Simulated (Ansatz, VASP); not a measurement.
# W in VASP and in Ansatz

```xyz
1
Lattice="-1.5918 1.5918 1.5918 1.5918 -1.5918 1.5918 1.5918 1.5918 -1.5918" Properties=species:S:1:pos:R:3 pbc="T T T"
W     0.0000    0.0000    0.0000
```

Alike in both runs: functional PBE; k mesh 18 × 18 × 18; occupations gaussian, width 0.1 eV; no spin polarisation.

Ansatz relaxed the structure, and its values are those at the end. VASP's run is a single point on that final structure, the one shown.

```csv
,VASP,Ansatz
version,VASP 6.6.1,Ansatz 0.2.0
potentials or method,"VASP PAW PBE potentials, release 64 (W_sv), cutoff 500 eV","scalar-relativistic, plane waves, PAW"
valence electrons in the cell,14,14
```

|  | VASP | Ansatz | Ansatz less VASP |
| --- | --- | --- | --- |
| gap on the k mesh at the Fermi level (eV) | none | none | - |
| pressure (GPa) | 0.5 | 0.0 | -0.47 |

A gap of «none» marks a metal or a gap that the smearing closes.

Neither program's run includes spin-orbit coupling.
